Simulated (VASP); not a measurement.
# LiH in VASP: notebook

The runs below take LiH through single point, with PBE.

Program: VASP 6.6.1. These are calculated values, not measurements. Logs are shortened: lines on timing, memory, paths and dates and some standing lists are left out, and cuts for length are marked.

### Step 1. The cell of the first run

It takes space group Fm-3m (No. 225, cubic). Conventional cell: a = 3.806 Å, b = 3.806 Å, c = 3.806 Å, α = 90.00°, β = 90.00°, γ = 90.00°. Within 2.5 Å of Li (site symmetry m-3m) lie 6 H at 1.90 Å. Within 2.5 Å of H (site symmetry m-3m) lie 6 Li at 1.90 Å.

### Step 2. Single point, PBE (strain -5.0%)

File INCAR:

```
ALGO = Normal ; EDIFF = 1E-6
ENCUT = 520 ; GGA = PE
ISIF = 2 ; ISMEAR = 0
LASPH = True ; LCHARG = True
LELF = True ; LREAL = False
LVHAR = True ; LWAVE = False
NBANDS = 9 ; NELM = 60
PREC = Accurate ; SIGMA = 0.01
```

File KPOINTS:

```
k-points
0
Gamma
  6 6 6
```

File POSCAR:

```
LiH
1.0
    0.0000000000      1.9028450990      1.9028450990
    1.9028450990      0.0000000000      1.9028450990
    1.9028450990      1.9028450990      0.0000000000
Li H
1 1
Direct
    0.0000000000      0.0000000000      0.0000000000
    0.5000000000      0.5000000000      0.5000000000
```

Potentials or basis: VASP PAW PBE potentials, release 64 (Li_sv, H).

Started as:

```sh
$ cat potpaw_PBE.64/Li_sv/POTCAR potpaw_PBE.64/H/POTCAR > POTCAR
$ mpirun -np 1 vasp_std > vasp.out
```

OUTCAR:

```text
EDIFF = 1E-6
   ENCUT = 520
   GGA = PE
   ISIF = 2
   ISMEAR = 0
   LASPH = True
   LREAL = False
   NELM = 60
   PREC = Accurate

 ion  position               nearest neighbor table
   1  0.000  0.000  0.000-
   2  0.500  0.500  0.500-

  LATTYP: Found a face centered cubic cell.
 ALAT       =     3.8056901980

  Lattice vectors:

 A1 = (   0.0000000000,   1.9028450990,   1.9028450990)
 A2 = (   1.9028450990,   0.0000000000,   1.9028450990)
 A3 = (   1.9028450990,   1.9028450990,   0.0000000000)

Analysis of symmetry for initial positions (statically):
=====================================================================
 Subroutine PRICEL returns:
 Original cell was already a primitive cell.

 Routine SETGRP: Setting up the symmetry group for a
 face centered cubic supercell.

 Subroutine GETGRP returns: Found 48 space group operations
 (whereof 48 operations were pure point group operations)
 out of a pool of 48 trial point group operations.

The static configuration has the point symmetry O_h .

Analysis of symmetry for dynamics (positions and initial velocities):
=====================================================================
 Subroutine PRICEL returns:
 Original cell was already a primitive cell.

 Routine SETGRP: Setting up the symmetry group for a
 face centered cubic supercell.

 Subroutine GETGRP returns: Found 48 space group operations
 (whereof 48 operations were pure point group operations)
 out of a pool of 48 trial point group operations.

The dynamic configuration has the point symmetry O_h .

 Subroutine INISYM returns: Found 48 space group operations
 (whereof 48 operations are pure point group operations),
 and found     1 'primitive' translations

----------------------------------------------------------------------------------------

                                     Primitive cell

  volume of cell :      13.7797

  direct lattice vectors                    reciprocal lattice vectors
     0.000000000  1.902845099  1.902845099    -0.262764426  0.262764426  0.262764426
     1.902845099  0.000000000  1.902845099     0.262764426 -0.262764426  0.262764426
     1.902845099  1.902845099  0.000000000     0.262764426  0.262764426 -0.262764426

  length of vectors
     2.691029346  2.691029346  2.691029346     0.455121336  0.455121336  0.455121336

  position of ions in fractional coordinates (direct lattice)
     0.000000000  0.000000000  0.000000000
     0.500000000  0.500000000  0.500000000
[... 72 lines left out ...]
   IBRION =     -1    ionic relax: 0-MD 1-quasi-New 2-CG
   NFREE  =      0    steps in history (QN), initial steepest desc. (CG)
   ISIF   =      2    stress and relaxation
   ISYM   =      2    0-nonsym 1-usesym 2-fastsym
   POTIM  = 0.5000    time-step for ionic-motion
   TEBEG  =    0.0;   TEEND  =   0.0 temperature during run
   PSTRESS=    0.0 pullay stress
   NELECT =       4.0000    total number of electrons
   NUPDOWN=      -1.0000    fix difference up-down
   EMIN   =  10.00;   EMAX   =-10.00  energy-range for DOS
   EFERMI =   0.00;   METHOD = LEGACY
   ISMEAR =     0;   SIGMA  =   0.01  broadening in eV -4-tet -1-fermi 0-gaus
   EFERMI_NEDOS =   21; number of points for ismear=-14 and -15
   IALGO  =     38    algorithm
   IMIX   =      4    mixing-type and parameters
     AMIX     =   0.40;   BMIX     =  1.00
     AMIX_MAG =   1.60;   BMIX_MAG =  1.00
  volume/ion in A,a.u.               =       6.89        46.50
  Fermi-wavevector in a.u.,A,eV,Ry     =   1.083964  2.048394 15.986536  1.174977
  Thomas-Fermi vector in A             =   2.220042
   LORBIT       =      0    0 simple, 1 ext, 2 COOP (PROOUT), +10 PAW based schemes
   GGA     = PE    functional components
   LHFCALC =     F    Hartree Fock is set to
   AEXX    =    0.0000 exact exchange contribution
   IVDW    =     0    specifies the selected vdW correction
   LEPSILON=     F    determine dielectric tensor
   LRPA    =     F    only Hartree local field effects (RPA)
 non-spin polarized calculation
 Gauss-broadening in eV      SIGMA  =   0.01
  energy-cutoff  :      520.00
  volume of cell :       13.78
 maximum number of plane-waves:       388
   NGX =  9   NGY =  9   NGZ =  9

 number of electron       3.9999992 magnetization

 Free energy of the ion-electron system (eV)
  ---------------------------------------------------
  ext. energy  EPLUGINS =         0.00000000
  ---------------------------------------------------
  free energy    TOTEN  =        -6.07843242 eV

  energy without entropy =       -6.07843242  energy(sigma->0) =       -6.07843242

 E-fermi :   1.0476     XC(G=0):  -9.0247

 val. band max:        0.8855313897   @ k =   0.5000   0.5000   0.0000
 cond. band min:       3.7256423453   @ k =   0.5000   0.5000   0.0000
 fundamental gap:      2.8401109556
 Fermi energy:         1.0475699982

 k-point     1 :       0.0000    0.0000    0.0000
  band No.  band energies     occupation
      1     -43.3140      2.00000
      2      -5.1507      2.00000
      3      19.1032      0.00000
      4      20.4341      0.00000
      5      20.4341      0.00000
      6      20.4341      0.00000
      7      25.4518      0.00000
      8      25.4518      0.00000
      9      25.4518      0.00000
[... 169 lines left out ...]
 k-point    16 :      -0.3333    0.5000    0.1667
  band No.  band energies     occupation
      1     -43.2066      2.00000
      2       0.6409      2.00000
      3       4.8587      0.00000
      4       8.2175      0.00000
      5      13.6156      0.00000
      6      20.3752      0.00000
      7      22.3906      0.00000
      8      32.4892      0.00000
      9      33.0709      0.00000

------------------------ aborting loop because EDIFF is reached ----------------------------------------

  FORCE on cell =-STRESS in cart. coord.  units (eV):
  Direction    XX          YY          ZZ          XY          YZ          ZX
  --------------------------------------------------------------------------------------
  -------------------------------------------------------------------------------------
  Total        0.6042466      0.6042466      0.6042466     -0.0000000      0.0000000      0.0000000
  in kB       70.2561750     70.2561750     70.2561750     -0.0000000      0.0000000      0.0000000
  external PRESSURE =      70.2561750 kB  Pullay stress =       0.0000000 kB

 VOLUME and BASIS-vectors are now :
 -----------------------------------------------------------------------------
  energy-cutoff  :      520.00
  volume of cell :       13.78
      direct lattice vectors                 reciprocal lattice vectors
     0.000000000  1.902845099  1.902845099    -0.262764426  0.262764426  0.262764426
     1.902845099  0.000000000  1.902845099     0.262764426 -0.262764426  0.262764426
     1.902845099  1.902845099  0.000000000     0.262764426  0.262764426 -0.262764426

 POSITION                                       TOTAL-FORCE (eV/Angst)
 -----------------------------------------------------------------------------------
      0.00000      0.00000      0.00000        -0.000000     -0.000000     -0.000000
      1.90285      1.90285      1.90285         0.000000      0.000000      0.000000
 -----------------------------------------------------------------------------------
    total drift:                                0.000000     -0.000000      0.000000

  FREE ENERGIE OF THE ION-ELECTRON SYSTEM (eV)
  ---------------------------------------------------
  free  energy   TOTEN  =        -6.0784324203 eV

  energy  without entropy=       -6.0784324203  energy(sigma->0) =       -6.07843242
```

OSZICAR:

```text
N       E                     dE             d eps       ncg     rms          rms(c)
DAV:   1    -0.149931255961E+01   -0.14993E+01   -0.15745E+03   288   0.446E+02
DAV:   2    -0.628305070405E+01   -0.47837E+01   -0.47551E+01   424   0.572E+01
DAV:   3    -0.633258162409E+01   -0.49531E-01   -0.49517E-01   323   0.538E+00
DAV:   4    -0.633292740625E+01   -0.34578E-03   -0.34576E-03   404   0.331E-01
DAV:   5    -0.633292942556E+01   -0.20193E-05   -0.20193E-05   313   0.188E-02    0.299E+00
DAV:   6    -0.614256157348E+01    0.19037E+00   -0.14215E-01   331   0.121E+00    0.152E+00
DAV:   7    -0.607685968193E+01    0.65702E-01   -0.19255E-01   331   0.159E+00    0.230E-01
DAV:   8    -0.607840928402E+01   -0.15496E-02   -0.33203E-03   349   0.412E-01    0.360E-02
DAV:   9    -0.607842560999E+01   -0.16326E-04   -0.96365E-05   378   0.498E-02    0.510E-03
DAV:  10    -0.607843182509E+01   -0.62151E-05   -0.38874E-06   363   0.153E-02    0.179E-03
DAV:  11    -0.607843242027E+01   -0.59518E-06   -0.14759E-07   210   0.238E-03
   1 F= -.60784324E+01 E0= -.60784324E+01  d E =-.730324-118
```

It took 5 s on 1 thread of Intel Xeon 8259CL, shared host; peak memory 0.12 GiB.

Results:

* Free energy: -6.0784 eV
* Band gap on the k mesh: 2.84 eV

Levels at points of the mesh, in eV from the valence-band top:
```csv
k point,band 1,band 2,band 3,band 4,band 5,band 6
"(0.00, 0.00, 0.00)",-44.20,-6.04,18.22,19.55,19.55,19.55
"(0.50, 0.00, 0.00)",-44.12,-3.11,5.32,15.07,17.98,17.98
"(0.50, 0.50, 0.00)",-44.09,0.00,2.84,11.60,11.60,14.96
```

Caveat: the k points lie up to 0.48 Å⁻¹ apart; the cell differs from its parent crystal (strain -5.0%); the cutoff is under 1.25 times the usual one of these potentials, so pressure, stress and relaxed cells hold a basis-set (Pulay) error. A k mesh can miss the band edges.

(Part 1 of 3 ends here.)
